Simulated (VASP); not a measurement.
# Hf (P6_3/mmc) in VASP: further runs, part 2 of 2

VASP 6.6.1. Earlier steps stand in the parts before.

**3. Single point, LDA**

File INCAR:

```
ALGO = Normal
EDIFF = 1E-6
ENCUT = 520
ISIF = 2
ISMEAR = 0
LASPH = T
LCHARG = F
LREAL = F
LWAVE = F
NBANDS = 17
NELM = 80
PREC = Accurate
SIGMA = 0.01
```

File KPOINTS:

```
k-points
0
Gamma
  12 12 7
```

File POSCAR:

```
Hf
1.0
    3.1183974891      0.0000000000      0.0000000000
   -1.5591987445      2.7006114446      0.0000000000
    0.0000000000      0.0000000000      4.9475473504
Hf
2
Direct
    0.3333333333      0.6666666667      0.2500000000
    0.6666666667      0.3333333333      0.7500000000
```

Potentials or basis: VASP PAW LDA potentials, release 64 (Hf_pv).

Run with:

```console
> cat potpaw_LDA.64/Hf_pv/POTCAR > POTCAR
> mpirun -np 1 vasp_std > vasp.out
```

Run time: 19 s. Hardware: 1 thread of Intel Xeon Platinum 8488C (Sapphire Rapids), shared host; peak memory 0.17 GiB.

The run converged. Its results:

```
Free energy            : -21.3862 eV
Pressure               : 0.2 GPa
Band gap on the k mesh : zero (bands 10 and 11 overlap by 1.41 eV)
```

Stress tensor (GPa, compression positive):
```
0.25 0.00 0.00
0.00 0.25 0.00
0.00 0.00 0.08
```

Levels at points of the mesh, in eV from the Fermi level:
| k point | band 8 | band 9 | band 10 | band 11 | band 12 | band 13 |
| --- | --- | --- | --- | --- | --- | --- |
| (0.00, 0.00, 0.00) | -3.97 | 1.03 | 1.10 | 1.10 | 1.37 | 1.98 |
| (0.50, 0.00, 0.00) | -3.06 | -2.49 | -0.58 | 0.69 | 0.92 | 1.75 |

Caveat: spin-orbit coupling is left out, which moves the levels of the heavy elements.

**4. Single point, LDA**

File INCAR:

```
PREC = Accurate
ENCUT = 520
EDIFF = 1E-7
ISMEAR = 0
SIGMA = 0.03
LREAL = False
LASPH = True
NELM = 80
ALGO = Normal
ISIF = 2
LWAVE = False
LCHARG = False
GGA = CA
NBANDS = 17
```

File KPOINTS:

```
Automatic mesh
0
Gamma
  12 12 7
```

POSCAR is that of step 3.

Potentials or basis: VASP PAW LDA potentials, release 64 (Hf_pv).

Run with:

```console
> cat potpaw_LDA.64/Hf_pv/POTCAR > POTCAR
> mpirun -np 1 vasp_std > vasp.out
```

OUTCAR:

```text
PREC = Accurate
   ENCUT = 520
   EDIFF = 1E-7
   ISMEAR = 0
   LREAL = False
   LASPH = True
   NELM = 80
   ISIF = 2
   GGA = CA

 ion  position               nearest neighbor table
   1  0.333  0.667  0.250-   2 3.06   2 3.06   2 3.06   2 3.06   2 3.06   2 3.06
   2  0.667  0.333  0.750-   1 3.06   1 3.06   1 3.06   1 3.06   1 3.06   1 3.06

  LATTYP: Found a hexagonal cell.
 ALAT       =     3.1183974891
 C/A-ratio  =     1.5865672570

  Lattice vectors:

 A1 = (   3.1183974891,   0.0000000000,   0.0000000000)
 A2 = (  -1.5591987445,   2.7006114446,   0.0000000000)
 A3 = (   0.0000000000,   0.0000000000,   4.9475473504)

Analysis of symmetry for initial positions (statically):
=====================================================================
 Subroutine PRICEL returns:
 Original cell was already a primitive cell.

 Routine SETGRP: Setting up the symmetry group for a
 hexagonal supercell.

 Subroutine GETGRP returns: Found 24 space group operations
 (whereof 12 operations were pure point group operations)
 out of a pool of 24 trial point group operations.

The static configuration has the point symmetry D_3d.
 The point group associated with its full space group is D_6h.

Analysis of symmetry for dynamics (positions and initial velocities):
=====================================================================
 Subroutine PRICEL returns:
 Original cell was already a primitive cell.

 Routine SETGRP: Setting up the symmetry group for a
 hexagonal supercell.

 Subroutine GETGRP returns: Found 24 space group operations
 (whereof 12 operations were pure point group operations)
 out of a pool of 24 trial point group operations.

The dynamic configuration has the point symmetry D_3d.
 The point group associated with its full space group is D_6h.

 Subroutine INISYM returns: Found 24 space group operations
 (whereof 12 operations are pure point group operations),
 and found     1 'primitive' translations

[... 111 lines left out ...]
   IALGO  =     38    algorithm
   IMIX   =      4    mixing-type and parameters
     AMIX     =   0.40;   BMIX     =  1.00
     AMIX_MAG =   1.60;   BMIX_MAG =  1.00
  volume/ion in A,a.u.               =      20.83       140.59
  Fermi-wavevector in a.u.,A,eV,Ry     =   1.281810  2.422270 22.354873  1.643037
  Thomas-Fermi vector in A             =   2.414158
   LORBIT       =      0    0 simple, 1 ext, 2 COOP (PROOUT), +10 PAW based schemes
   GGA     = CA    functional components
   LHFCALC =     F    Hartree Fock is set to
   AEXX    =    0.0000 exact exchange contribution
   IVDW    =     0    specifies the selected vdW correction
   LEPSILON=     F    determine dielectric tensor
   LRPA    =     F    only Hartree local field effects (RPA)
 non-spin polarized calculation
 Gauss-broadening in eV      SIGMA  =   0.03
  energy-cutoff  :      520.00
  volume of cell :       41.67
 maximum number of plane-waves:      1136
 NGX is ok and might be reduce to    24
   NGX = 11   NGY = 11   NGZ = 19

 number of electron      19.9999997 magnetization

 Free energy of the ion-electron system (eV)
  ---------------------------------------------------
  ext. energy  EPLUGINS =         0.00000000
  ---------------------------------------------------
  free energy    TOTEN  =       -21.38671463 eV

  energy without entropy =      -21.38564833  energy(sigma->0) =      -21.38618148

 E-fermi :   5.3241     XC(G=0): -11.7995

 val. band max:        5.3038719776   @ k =   0.0000   0.0000   0.4286
 cond. band min:       5.3318967358   @ k =   0.4167   0.1667   0.2857
 fundamental gap:      0.0280247581
 Fermi energy:         5.3240864571

 k-point     1 :       0.0000    0.0000    0.0000
  band No.  band energies     occupation
      1     -25.6033      2.00000
      2     -24.6514      2.00000
      3     -24.6514      2.00000
      4     -24.4906      2.00000
      5     -24.4906      2.00000
      6     -24.4894      2.00000
[... 457 lines left out ...]
      4     -24.8137      2.00000
      5     -24.6499      2.00000
      6     -24.5884      2.00000
[... 9 lines left out ...]
     16      10.0663      0.00000
     17      11.8900      0.00000

 [... further k-points ...]

------------------------ aborting loop because EDIFF is reached ----------------------------------------

  FORCE on cell =-STRESS in cart. coord.  units (eV):
  Direction    XX          YY          ZZ          XY          YZ          ZX
  --------------------------------------------------------------------------------------
  -------------------------------------------------------------------------------------
  Total        0.0655619      0.0655619     -0.0008299      0.0000000      0.0000000      0.0000000
  in kB        2.5210318      2.5210318     -0.0319133      0.0000000      0.0000000      0.0000000
  external PRESSURE =       1.6700501 kB  Pullay stress =       0.0000000 kB

 VOLUME and BASIS-vectors are now :
 -----------------------------------------------------------------------------
  energy-cutoff  :      520.00
  volume of cell :       41.67
      direct lattice vectors                 reciprocal lattice vectors
     3.118397489  0.000000000  0.000000000     0.320677529  0.185143257  0.000000000
    -1.559198744  2.700611445  0.000000000     0.000000000  0.370286515  0.000000000
     0.000000000  0.000000000  4.947547350     0.000000000  0.000000000  0.202120350

 POSITION                                       TOTAL-FORCE (eV/Angst)
 -----------------------------------------------------------------------------------
     -0.00000      1.80041      1.23689        -0.000000      0.000000      0.000000
      1.55920      0.90020      3.71066         0.000000     -0.000000      0.000000
 -----------------------------------------------------------------------------------
    total drift:                               -0.000000      0.000000     -0.000000

  FREE ENERGIE OF THE ION-ELECTRON SYSTEM (eV)
  ---------------------------------------------------
  free  energy   TOTEN  =       -21.3867146254 eV

  energy  without entropy=      -21.3856483345  energy(sigma->0) =      -21.38618148
```

It took 19 s on 1 thread of Intel Xeon Platinum 8488C (Sapphire Rapids), shared host; peak memory 0.17 GiB.

What came out:

```
Free energy            : -21.3867 eV
Pressure               : 0.2 GPa
Band gap on the k mesh : zero (bands 10 and 11 overlap by 1.41 eV)
```

Stress tensor (GPa, compression positive):
```
0.25 0.00 0.00
0.00 0.25 0.00
0.00 0.00 0.00
```

Caveat: spin-orbit coupling is left out, which moves the levels of the heavy elements.

**5. Single point, LDA**

File INCAR:

```
SYSTEM = Hf
PREC = Accurate
ENCUT = 520
EDIFF = 1E-6
ISMEAR = 0
SIGMA = 0.1
LREAL = .False.
LASPH = .True.
NELM = 100
ALGO = Normal
ISIF = 2
LWAVE = .False.
LCHARG = .False.
NBANDS = 17
```

File KPOINTS:

```
Automatic mesh
0
Gamma
  12 12 7
  0 0 0
```

POSCAR is that of step 4.

Run with:

```console
> cat potpaw_LDA.64/Hf_pv/POTCAR > POTCAR
> mpirun -np 1 vasp_std > vasp.out
```

Run time: 19 s. Hardware: 1 thread of Intel Xeon Platinum 8488C (Sapphire Rapids), shared host; peak memory 0.17 GiB.

It converged, with:

| Quantity | Value |
| --- | --- |
| Free energy | -21.3916 eV |
| Pressure | 0.1 GPa |
| Band gap on the k mesh | zero (bands 10 and 11 overlap by 1.41 eV) |

Stress tensor (GPa, compression positive):
```
 0.18  0.00  0.00
 0.00  0.18  0.00
 0.00  0.00 -0.05
```

Levels at points of the mesh, in eV from the Fermi level:
```tsv
k point	band 8	band 9	band 10	band 11	band 12	band 13
(0.00, 0.00, 0.00)	-3.95	1.04	1.12	1.12	1.39	2.00
(0.50, 0.00, 0.00)	-3.04	-2.47	-0.56	0.71	0.94	1.76
```

Caveat: spin-orbit coupling is left out, which moves the levels of the heavy elements.

**6. Single point, LDA**

File INCAR:

```
PREC     = Accurate       # precision mode
ENCUT    = 520            # plane-wave cutoff, eV
EDIFF    = 1E-6           # SCF threshold, eV
ISMEAR   = 0              # smearing method
SIGMA    = 0.2            # smearing width, eV
LREAL    = F              # projectors in reciprocal space
LASPH    = T              # aspherical terms in the spheres
NELM     = 60             # most SCF steps
ALGO     = Normal         # electronic algorithm
ISIF     = 2              # what is computed and relaxed
LWAVE    = F              # write WAVECAR
LCHARG   = F              # write CHGCAR
GGA      = CA             # functional
NBANDS   = 17             # bands
```

File KPOINTS:

```
Automatic mesh
0
Gamma
  12 12 7
```

POSCAR is that of step 5.

Potentials or basis: VASP PAW LDA potentials, release 64 (Hf_pv).

Run with:

```console
> cat potpaw_LDA.64/Hf_pv/POTCAR > POTCAR
> mpirun -np 1 vasp_std > vasp.out
```

Run time: 19 s. Hardware: 1 thread of Intel Xeon Platinum 8488C (Sapphire Rapids), shared host; peak memory 0.17 GiB.

It converged, with:

| Property | Result |
| --- | --- |
| Free energy | -21.4049 eV |
| Pressure | 0.1 GPa |
| Band gap on the k mesh | zero (bands 10 and 11 overlap by 1.41 eV) |

Levels at points of the mesh, in eV from the Fermi level:
```
           k point  band 6  band 7  band 8  band 9  band 10  band 11  band 12  band 13  band 14  band 15
(0.00, 0.00, 0.00)  -29.78   -7.54   -3.93    1.06     1.14     1.14     1.41     2.02     2.02     2.73
(0.50, 0.00, 0.00)  -29.90   -3.44   -3.02   -2.46    -0.54     0.72     0.96     1.78     6.31     6.87
```

Caveat: spin-orbit coupling is left out, which moves the levels of the heavy elements.

**7. Summary**

```csv
smearing,gap on the mesh (eV),pressure (GPa)
fermi-dirac 1 eV,none,11.0
gaussian 0.01 eV,none,0.2
gaussian 0.03 eV,none,0.2
gaussian 0.1 eV,none,0.1
gaussian 0.2 eV,none,0.1
```

Alike in all rows: task single point; level LDA; potentials or basis VASP PAW LDA potentials, release 64 (Hf_pv); no spin polarisation; cell as given; k mesh 12 × 12 × 7; cutoff (eV) 520.

Caveats: spin-orbit coupling is left out, which moves the levels of the heavy elements; the cell stands under pressure (at least some runs); so wide a smearing shifts energies and pressures (at least some runs).

Absolute energies hang on the potentials; compare differences alone.
